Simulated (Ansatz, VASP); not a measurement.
**Tl: VASP beside Ansatz**

The input INCAR:

```
SYSTEM = Tl
ALGO = Normal ; EDIFF = 1E-6
ENCUT = 520 ; GGA = RE
ISIF = 2 ; ISMEAR = -1
LASPH = .TRUE. ; LCHARG = .FALSE.
LREAL = .FALSE. ; LWAVE = .FALSE.
NBANDS = 34 ; NELM = 80
PREC = Accurate ; SIGMA = 0.1
```

Contents of KPOINTS:

```
k-points
0
G
  11 11 3
  0 0 0
```

The input POSCAR:

```
Tl
1.0
    3.4645569225      0.0000000000      0.0000000000
   -1.7322784613      3.0003943078      0.0000000000
    0.0000000000      0.0000000000     11.1194197432
Tl
4
Direct
    1.0000000000      1.0000000000      0.0000000000
    1.0000000000      1.0000000000      0.5000000000
    0.3333333333      0.6666666667      0.2500000000
    0.6666666667      0.3333333333      0.7500000000
```

Input for Ansatz:

```yaml
crystal:
  lattice:
    - [3.4645569225, 0.0, 0.0]
    - [-1.7322784613, 3.0003943078, 0.0]
    - [0.0, 0.0, 11.1194197432]
  atoms:
    - { symbol: Tl, position: [1.0, 1.0, 0.0] }
    - { symbol: Tl, position: [1.0, 1.0, 0.5] }
    - { symbol: Tl, position: [0.3333333333, 0.6666666667, 0.25] }
    - { symbol: Tl, position: [0.6666666667, 0.3333333333, 0.75] }
hamiltonian:
  xc: revpbe
  pseudopotentials:
    kind: paw
    azcp:
      Tl: "pseudopotentials/Tl.paw.azcp"
basis:
  ecutwfc: 420
  fft_grid_basis: typed
kpoints:
  mp_grid: { grid: [11, 11, 3], shift: [0, 0, 0] }
magnetization:
  spin_polarized: false
scf:
  occupations: { method: fermi_dirac, width: 0.1 }
  lower_state_search: "off"
output:
  stress: true
```

Alike in both runs: task single point; functional revPBE; k mesh 11 × 11 × 3; occupations fermi-dirac, width 0.1 eV; no spin polarisation.

|  | VASP | Ansatz |
| --- | --- | --- |
| version | VASP 6.6.1 | Ansatz 0.2.0 |
| potentials or method | VASP PAW PBE potentials, release 64 (Tl_d), cutoff 520 eV | plane waves (420 eV) with PAW, scalar-relativistic |
| valence electrons in the cell | 52 | 52 |

|  | VASP | Ansatz | Ansatz less VASP |
| --- | --- | --- | --- |
| pressure (GPa) | 3.9 | 3.9 | +0.07 |
| traceless stress, the component that is largest in VASP (GPa) | 0.30 | 0.30 | +0.004 |

VASP's potentials were made for PBE, not for revPBE.

Neither program's run includes spin-orbit coupling.
